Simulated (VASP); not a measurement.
# GaSb3 (Fm-3m) in VASP: further runs

GaSb3 is run at these levels: PBEsol+D3(BJ); tasks: single point.

Everything below comes from runs of VASP 6.6.1. Logs are shortened: lines on timing, memory, paths and dates and some standing lists are left out, and cuts for length are marked.

## (1) The cell of the first run

Symmetry: Fm-3m, No. 225, cubic system. The conventional cell has a = 7.172 Å, b = 7.172 Å, c = 7.172 Å, α = 90.00°, β = 90.00°, γ = 90.00°. Ga (site symmetry m-3m) has 14 Sb at 3.11 to 3.59 Å within 4.1 Å. Within 4.1 Å of Sb (site symmetry -43m) lie 4 Ga at 3.11 Å and 10 Sb at 3.11 to 3.59 Å. Within 4.1 Å of Sb (site symmetry m-3m) lie 8 Sb at 3.11 Å and 6 Ga at 3.59 Å.

## (2) Single point, PBEsol+D3(BJ)

INCAR

```
SYSTEM = GaSb3
PREC = Accurate
ENCUT = 520
EDIFF = 1E-7
ISMEAR = 0
SIGMA = 0.1
LREAL = .False.
LASPH = .True.
NELM = 60
ALGO = Normal
ISIF = 2
LWAVE = .False.
LCHARG = .True.
GGA = PS
IVDW = 12
LELF = .True.
LVHAR = .True.
NBANDS = 22
```

KPOINTS

```
regular mesh
0
Gamma
  10 10 10
  0 0 0
```

POSCAR

```
GaSb3
1.0
    0.0000000000      3.5857729617      3.5857729617
    3.5857729617      0.0000000000      3.5857729617
    3.5857729617      3.5857729617      0.0000000000
Ga Sb
1 3
Direct
    0.0000000000      0.0000000000      0.0000000000
    0.2500000000      0.2500000000      0.2500000000
    0.7500000000      0.7500000000      0.7500000000
    0.5000000000      0.5000000000      0.5000000000
```

Potentials or basis: VASP PAW PBE potentials, release 64 (Ga_d, Sb).

On the command line:

```bash
cat potpaw_PBE.64/Ga_d/POTCAR potpaw_PBE.64/Sb/POTCAR > POTCAR
mpirun -np 1 vasp_std > vasp.out
```

OUTCAR:

```text
SYSTEM = GaSb3
   PREC = Accurate
   ENCUT = 520
   EDIFF = 1E-7
   ISMEAR = 0
   LREAL = .False.
   LASPH = .True.
   NELM = 60
   ISIF = 2
   GGA = PS
   IVDW = 12
 IVDW          = 12

 ion  position               nearest neighbor table
   1  0.000  0.000  0.000-   3 3.11   3 3.11   3 3.11   2 3.11   3 3.11   2 3.11   2 3.11   2 3.11

   2  0.250  0.250  0.250-   1 3.11   1 3.11   1 3.11   1 3.11   4 3.11   4 3.11   4 3.11   4 3.11
                             3 3.59   3 3.59   3 3.59   3 3.59   3 3.59   3 3.59
   3  0.750  0.750  0.750-   4 3.11   4 3.11   4 3.11   1 3.11   4 3.11   1 3.11   1 3.11   1 3.11
                             2 3.59   2 3.59   2 3.59   2 3.59   2 3.59   2 3.59
   4  0.500  0.500  0.500-   2 3.11   2 3.11   2 3.11   2 3.11   3 3.11   3 3.11   3 3.11   3 3.11

  LATTYP: Found a face centered cubic cell.
 ALAT       =     7.1715459234

  Lattice vectors:

 A1 = (   0.0000000000,   3.5857729617,   3.5857729617)
 A2 = (   3.5857729617,   0.0000000000,   3.5857729617)
 A3 = (   3.5857729617,   3.5857729617,   0.0000000000)

Analysis of symmetry for initial positions (statically):
=====================================================================
 Subroutine PRICEL returns:
 Original cell was already a primitive cell.

 Routine SETGRP: Setting up the symmetry group for a
 face centered cubic supercell.

 Subroutine GETGRP returns: Found 48 space group operations
 (whereof 48 operations were pure point group operations)
 out of a pool of 48 trial point group operations.

The static configuration has the point symmetry O_h .

Analysis of symmetry for dynamics (positions and initial velocities):
=====================================================================
 Subroutine PRICEL returns:
 Original cell was already a primitive cell.

 Routine SETGRP: Setting up the symmetry group for a
 face centered cubic supercell.

 Subroutine GETGRP returns: Found 48 space group operations
 (whereof 48 operations were pure point group operations)
 out of a pool of 48 trial point group operations.

The dynamic configuration has the point symmetry O_h .

 Subroutine INISYM returns: Found 48 space group operations
 (whereof 48 operations are pure point group operations),
 and found     1 'primitive' translations

----------------------------------------------------------------------------------------

                                     Primitive cell

  volume of cell :      92.2101

  direct lattice vectors                    reciprocal lattice vectors
     0.000000000  3.585772962  3.585772962    -0.139439949  0.139439949  0.139439949
     3.585772962  0.000000000  3.585772962     0.139439949 -0.139439949  0.139439949
     3.585772962  3.585772962  0.000000000     0.139439949  0.139439949 -0.139439949

  length of vectors
     5.071048754  5.071048754  5.071048754     0.241517077  0.241517077  0.241517077

  position of ions in fractional coordinates (direct lattice)
     0.000000000  0.000000000  0.000000000
     0.250000000  0.250000000  0.250000000
     0.750000000  0.750000000  0.750000000
     0.500000000  0.500000000  0.500000000

  ion indices of the primitive-cell ions
   primitive index   ion index
                 1           1
                 2           2
                 3           3
                 4           4

----------------------------------------------------------------------------------------

 KPOINTS: regular mesh

Automatic generation of k-mesh.
 Grid dimensions read from file:
 generate k-points for:   10   10   10

 Generating k-lattice:

  Cartesian coordinates                     Fractional coordinates (reciprocal lattice)
    -0.013943995  0.013943995  0.013943995     0.100000000  0.000000000  0.000000000
     0.013943995 -0.013943995  0.013943995     0.000000000  0.100000000  0.000000000
     0.013943995  0.013943995 -0.013943995     0.000000000  0.000000000  0.100000000

  Length of vectors
     0.024151708  0.024151708  0.024151708

  Shift w.r.t. Gamma in fractional coordinates (k-lattice)
     0.000000000  0.000000000  0.000000000

 Subroutine IBZKPT returns following result:
 ===========================================

 Found     47 irreducible k-points:

 Following reciprocal coordinates:
            Coordinates               Weight
  0.000000  0.000000  0.000000      1.000000
  0.100000  0.000000  0.000000      8.000000
  0.200000  0.000000  0.000000      8.000000
  0.300000  0.000000  0.000000      8.000000
  0.400000  0.000000  0.000000      8.000000
  0.500000  0.000000  0.000000      4.000000
[... 16 lines left out ...]
  0.300000  0.300000  0.000000      6.000000
  0.400000  0.300000  0.000000     24.000000
 [... further k-points ...]
   k-points           NKPTS =     47   k-points in BZ     NKDIM =     47   number of bands    NBANDS=     22
   number of dos      NEDOS =    301   number of ions     NIONS =      4
   total plane-waves  NPLWV =  64000
   dimension x,y,z NGX =    40 NGY =   40 NGZ =   40
   dimension x,y,z NGXF=    80 NGYF=   80 NGZF=   80
   ions per type =               1   3
   NGX,Y,Z   is equivalent  to a cutoff of  13.11, 13.11, 13.11 a.u.
   NGXF,Y,Z  is equivalent  to a cutoff of  26.23, 26.23, 26.23 a.u.
 SYSTEM =  GaSb3
   PREC   = accura    normal or accurate (medium, high low for compatibility)
   ISTART =      0    job   : 0-new  1-cont  2-samecut
   ICHARG =      2    charge: 1-file 2-atom 10-const
   ISPIN  =      1    spin polarized calculation?
   LNONCOLLINEAR =      F non collinear calculations
   LSORBIT =      F    spin-orbit coupling
   LASPH  =      T    aspherical Exc in radial PAW
   ENCUT  =  520.0 eV  38.22 Ry    6.18 a.u.   9.43  9.43  9.43*2*pi/ulx,y,z
   NELM   =     60;   NELMIN=  2; NELMDL= -5     # of ELM steps
   EDIFF  = 0.1E-06   stopping-criterion for ELM
   LREAL  =      F    real-space projection
   EDIFFG = 0.1E-05   stopping-criterion for IOM
   NSW    =      0    number of steps for IOM
   IBRION =     -1    ionic relax: 0-MD 1-quasi-New 2-CG
   NFREE  =      0    steps in history (QN), initial steepest desc. (CG)
   ISIF   =      2    stress and relaxation
   ISYM   =      2    0-nonsym 1-usesym 2-fastsym
   POTIM  = 0.5000    time-step for ionic-motion
   TEBEG  =    0.0;   TEEND  =   0.0 temperature during run
   PSTRESS=    0.0 pullay stress
   NELECT =      28.0000    total number of electrons
   NUPDOWN=      -1.0000    fix difference up-down
   EMIN   =  10.00;   EMAX   =-10.00  energy-range for DOS
   EFERMI =   0.00;   METHOD = LEGACY
   ISMEAR =     0;   SIGMA  =   0.10  broadening in eV -4-tet -1-fermi 0-gaus
   EFERMI_NEDOS =   21; number of points for ismear=-14 and -15
   IALGO  =     38    algorithm
   IMIX   =      4    mixing-type and parameters
     AMIX     =   0.40;   BMIX     =  1.00
     AMIX_MAG =   1.60;   BMIX_MAG =  1.00
  volume/ion in A,a.u.               =      23.05       155.57
  Fermi-wavevector in a.u.,A,eV,Ry     =   1.100360  2.079379 16.473821  1.210792
  Thomas-Fermi vector in A             =   2.236770
   LORBIT       =      0    0 simple, 1 ext, 2 COOP (PROOUT), +10 PAW based schemes
   GGA     = PS    functional components
   LHFCALC =     F    Hartree Fock is set to
   AEXX    =    0.0000 exact exchange contribution
   IVDW    =    12    specifies the selected vdW correction
   LEPSILON=     F    determine dielectric tensor
   LRPA    =     F    only Hartree local field effects (RPA)
 non-spin polarized calculation
 Gauss-broadening in eV      SIGMA  =   0.10
  energy-cutoff  :      520.00
  volume of cell :       92.21
 maximum number of plane-waves:      2511
 NGX is ok and might be reduce to    40
   NGX = 19   NGY = 19   NGZ = 19

 number of electron      27.9999998 magnetization

 Free energy of the ion-electron system (eV)
  ---------------------------------------------------
  ext. energy  EPLUGINS =         0.00000000
  ---------------------------------------------------
  free energy    TOTEN  =       -16.34857866 eV

  energy without entropy =      -16.33994824  energy(sigma->0) =      -16.34426345

 E-fermi :   8.7267     XC(G=0): -10.8319

 val. band max:        8.6943079572   @ k =   0.4000   0.3000   0.1000
 cond. band min:       8.7316735979   @ k =   0.2000   0.1000   0.0000
 fundamental gap:      0.0373656407
 Fermi energy:         8.7266880738

 k-point     1 :       0.0000    0.0000    0.0000
  band No.  band energies     occupation
      1      -6.0013      2.00000
      2      -6.0013      2.00000
      3      -6.0013      2.00000
      4      -5.9813      2.00000
      5      -5.9813      2.00000
      6      -4.5883      2.00000
[... 14 lines left out ...]
     21      16.5501      0.00000
     22      16.5501      0.00000

 k-point     2 :       0.1000    0.0000    0.0000
  band No.  band energies     occupation
      1      -6.0021      2.00000
      2      -6.0008      2.00000
      3      -6.0008      2.00000
      4      -5.9815      2.00000
      5      -5.9815      2.00000
      6      -4.5018      2.00000
[... 14 lines left out ...]
     21      15.7331      0.00000
     22      16.3178      0.00000

 k-point     3 :       0.2000    0.0000    0.0000
  band No.  band energies     occupation
      1      -6.0046      2.00000
      2      -5.9999      2.00000
      3      -5.9999      2.00000
      4      -5.9818      2.00000
      5      -5.9818      2.00000
      6      -4.2433      2.00000
[... 14 lines left out ...]
     21      14.1122      0.00000
     22      15.5176      0.00000
[... 476 lines left out ...]
 k-point    23 :       0.3000    0.3000    0.0000
  band No.  band energies     occupation
      1      -6.0114      2.00000
      2      -5.9961      2.00000
      3      -5.9961      2.00000
      4      -5.9873      2.00000
      5      -5.9803      2.00000
      6      -3.5570      2.00000
[... 14 lines left out ...]
     21      13.3906      0.00000
     22      13.3906      0.00000

 k-point    24 :       0.4000    0.3000    0.0000
  band No.  band energies     occupation
      1      -6.0129      2.00000
      2      -5.9959      2.00000
      3      -5.9951      2.00000
      4      -5.9885      2.00000
      5      -5.9803      2.00000
      6      -3.1372      2.00000
[... 14 lines left out ...]
     21      13.5892      0.00000
     22      13.6516      0.00000

 [... further k-points ...]

------------------------ aborting loop because EDIFF is reached ----------------------------------------

 Edisp (eV)   -1.97288

 E8    (eV) :    -1.3571

  FORCE on cell =-STRESS in cart. coord.  units (eV):
  Direction    XX          YY          ZZ          XY          YZ          ZX
  --------------------------------------------------------------------------------------
  -------------------------------------------------------------------------------------
  Total       0.05678     0.05678     0.05678    -0.00000    -0.00000     0.00000
  in kB       0.98662     0.98662     0.98662    -0.00000    -0.00000     0.00000
  external pressure =        0.99 kB  Pullay stress =        0.00 kB

 VOLUME and BASIS-vectors are now :
 -----------------------------------------------------------------------------
  energy-cutoff  :      520.00
  volume of cell :       92.21
      direct lattice vectors                 reciprocal lattice vectors
     0.000000000  3.585772962  3.585772962    -0.139439949  0.139439949  0.139439949
     3.585772962  0.000000000  3.585772962     0.139439949 -0.139439949  0.139439949
     3.585772962  3.585772962  0.000000000     0.139439949  0.139439949 -0.139439949

 POSITION                                       TOTAL-FORCE (eV/Angst)
 -----------------------------------------------------------------------------------
      0.00000      0.00000      0.00000        -0.000000      0.000000      0.000000
      1.79289      1.79289      1.79289         0.000000     -0.000000     -0.000000
      5.37866      5.37866      5.37866        -0.000000      0.000000      0.000000
      3.58577      3.58577      3.58577        -0.000000      0.000000      0.000000
 -----------------------------------------------------------------------------------
    total drift:                               -0.000000      0.000000      0.000000

  FREE ENERGIE OF THE ION-ELECTRON SYSTEM (eV)
  ---------------------------------------------------
  free  energy   TOTEN  =       -18.3214607008 eV

  energy  without entropy=      -18.3128302748  energy(sigma->0) =      -18.31714549
```

Wall time 55 s (1 thread of Intel Xeon 6975P-C (Granite Rapids), shared host); peak memory 0.29 GiB.

Results:

- Free energy: -18.3215 eV
- Pressure: 0.1 GPa
- Band gap on the k mesh: zero (band 14 reaches 10.33 eV, above the bottom of band 15 at 6.16 eV)
- Dispersion energy per atom: -0.493 eV

Levels at points of the mesh, in eV from the Fermi level:
| k point | band 12 | band 13 | band 14 | band 15 | band 16 | band 17 |
| --- | --- | --- | --- | --- | --- | --- |
| (0.00, 0.00, 0.00) | -2.68 | -2.68 | -2.68 | -2.57 | -0.86 | -0.86 |
| (0.50, 0.00, 0.00) | -2.98 | -2.98 | -0.05 | 0.29 | 2.29 | 2.29 |
| (0.50, 0.50, 0.00) | 1.14 | 1.28 | 1.28 | 1.52 | 2.14 | 2.14 |

Caveat: the PAW data sets were made with another functional, which shifts forces and pressure a little; spin-orbit coupling is left out, which moves the levels of the heavy elements; pairwise dispersion overbinds metals, which lowers pressure and volume.

## (3) Single point, PBEsol+D3(BJ)

INCAR: that of step 2 with these lines changed.

```diff
@@ -5,3 +5,3 @@
 ISMEAR = 0
-SIGMA = 0.1
+SIGMA = 0.15
 LREAL = .False.
```

KPOINTS

```
Automatic mesh
0
Gamma
  10 10 10
  0 0 0
```

POSCAR is that of step 2.

Potentials or basis: VASP PAW PBE potentials, release 64 (Ga_d, Sb).

On the command line:

```bash
cat potpaw_PBE.64/Ga_d/POTCAR potpaw_PBE.64/Sb/POTCAR > POTCAR
mpirun -np 1 vasp_std > vasp.out
```

Run time: 55 s. Hardware: 1 thread of Intel Xeon 6975P-C (Granite Rapids), shared host; peak memory 0.29 GiB.

Results (log left out):

| Quantity | Value |
| --- | --- |
| Free energy | -18.3265 eV |
| Pressure | 0.1 GPa |
| Band gap on the k mesh | zero (band 14 reaches 10.33 eV, above the bottom of band 15 at 6.16 eV) |
| Dispersion energy per atom | -0.493 eV |

Levels at points of the mesh, in eV from the Fermi level:
```csv
k point,band 11,band 12,band 13,band 14,band 15,band 16,band 17,band 18
"(0.00, 0.00, 0.00)",-2.90,-2.68,-2.68,-2.68,-2.57,-0.86,-0.86,-0.86
"(0.50, 0.00, 0.00)",-3.96,-2.99,-2.99,-0.05,0.28,2.29,2.29,3.09
"(0.50, 0.50, 0.00)",-5.81,1.14,1.28,1.28,1.52,2.14,2.14,2.46
```

Caveat: the PAW data sets were made with another functional, which shifts forces and pressure a little; spin-orbit coupling is left out, which moves the levels of the heavy elements; pairwise dispersion overbinds metals, which lowers pressure and volume.
